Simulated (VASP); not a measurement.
MoS2, 3 atoms in the cell. The cell holds a slab with vacuum, 3 atoms: a = 3.184 Å, b = 3.184 Å, c = 17.335 Å, α = 90.00°, β = 90.00°, γ = 120.00°. 

* Program: VASP 6.6.1
* Task: single point
* Functional: r2SCAN
* Potentials or basis: VASP PAW PBE potentials, release 64 (Mo_sv, S)
* Cutoff: 520 eV
* k mesh: 6 × 6 × 1
* Occupations: fermi-dirac, width 0.1 eV
* Spin: no spin polarisation
* Dipole correction: no
* Further INCAR settings: ALGO = Normal; EDIFF = 1e-06; NBANDS = 20

Potentials or basis: VASP PAW PBE potentials, release 64 (Mo_sv, S).

The run is started by

```console
$ cat potpaw_PBE.64/Mo_sv/POTCAR potpaw_PBE.64/S/POTCAR > POTCAR
$ cp INCAR.step1 INCAR
$ mpirun -np 1 vasp_std > vasp.out
$ cp INCAR.step2 INCAR
$ mpirun -np 1 vasp_std > vasp.out
```

Hardware: 1 thread of Intel(R) Xeon(R) Platinum 8259CL CPU @ 2.50GHz (Skylake/Cascade Lake), on a shared host.

Task: How long does it take, and how much memory?

Result: Run time: 2.2 min on 1 thread of Intel(R) Xeon(R) Platinum 8259CL CPU @ 2.50GHz (Skylake/Cascade Lake), on a shared host, peak memory 0.29 GiB. Counts: k points 7.
